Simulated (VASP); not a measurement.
Here is a VASP 6.6.1 calculation.

File INCAR:

```
SYSTEM = Cu
PREC     = Accurate       ! precision mode
ENCUT    = 600            ! plane-wave cutoff, eV
EDIFF    = 1E-6           ! SCF threshold, eV
ISMEAR   = 0              ! smearing method
SIGMA    = 0.01           ! smearing width, eV
LREAL    = .False.        ! projectors in reciprocal space
LASPH    = .True.         ! aspherical terms in the spheres
NELM     = 120            ! most SCF steps
ALGO     = Normal         ! electronic algorithm
ISIF     = 2              ! what is computed and relaxed
LWAVE    = .False.        ! write WAVECAR
LCHARG   = .True.         ! write CHGCAR
GGA      = CA             ! functional
LELF     = .True.         ! ELF
LVHAR    = .True.       
NBANDS   = 12             ! bands
GGA_COMPAT= .False.
```

File KPOINTS:

```
Automatic mesh
0
Gamma
  8 8 8
  0 0 0
```

The input POSCAR:

```
Cu
1.0
    0.0000000000      1.8075000000      1.8075000000
    1.8075000000      0.0000000000      1.8075000000
    1.8075000000      1.8075000000      0.0000000000
Cu
1
Direct
    0.0000000000      0.0000000000      0.0000000000
```

Potentials or basis: VASP PAW LDA potentials, release 64 (Cu).

Launch:

```sh
$ cat potpaw_LDA.64/Cu/POTCAR > POTCAR
$ mpirun -np 1 vasp_std > vasp.out
```

Question: Estimate the pressure.

Answer: -10.8 GPa.

Question: Estimate the band gap on the k mesh.

Answer: Zero (an odd number of electrons rules out a gap without spin polarisation).

Caveat: the k points lie up to 0.38 Å⁻¹ apart, too coarse for converged energies and pressures of a metal.
